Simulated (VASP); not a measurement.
Write the native input for VASP 6.6.1 that does the following.

| Property | Result |
| --- | --- |
| Task | single point |
| Functional | PBEsol |
| Potentials or basis | VASP PAW PBE potentials, release 64 (Cu) |
| Cutoff | 520 eV |
| k mesh | 16 × 16 × 16 |
| Occupations | fermi-dirac, width 0.1 eV |
| Spin | no spin polarisation |
| Dipole correction | no |
| Further INCAR settings | ALGO = Normal; EDIFF = 1e-07; NBANDS = 12 |

The structure of Cu lies in POSCAR:

```
Cu
1.0
    0.0000000000      1.7068175835      1.7068175835
    1.7068175835      0.0000000000      1.7068175835
    1.7068175835      1.7068175835      0.0000000000
Cu
1
Direct
    0.0000000000      0.0000000000      0.0000000000
```

These files were run (other wordings do the same):

INCAR

```
ALGO     = Normal         # electronic algorithm
EDIFF    = 1E-7           # SCF threshold, eV
ENCUT    = 520            # plane-wave cutoff, eV
GGA      = PS             # functional
ISIF     = 2              # what is computed and relaxed
ISMEAR   = -1             # smearing method
LASPH    = True           # aspherical terms in the spheres
LCHARG   = False          # write CHGCAR
LREAL    = False          # projectors in reciprocal space
LWAVE    = False          # write WAVECAR
NBANDS   = 12             # bands
NELM     = 60             # most SCF steps
PREC     = Accurate       # precision mode
SIGMA    = 0.1            # smearing width, eV
```

KPOINTS

```
k-points
0
Gamma
  16 16 16
```

Potentials or basis: VASP PAW PBE potentials, release 64 (Cu).

Launch:

```sh
$ cat potpaw_PBE.64/Cu/POTCAR > POTCAR
$ mpirun -np 1 vasp_std > vasp.out
```

It gave:

| Item | Value |
| --- | --- |
| Pressure | 30.7 GPa |

Caveat: the PAW data sets were made with another functional, which shifts forces and pressure a little.

It took 9.3 s on 1 thread of Intel(R) Xeon(R) Platinum 8488C (Sapphire Rapids), with other jobs on the host, peak memory 0.13 GiB.
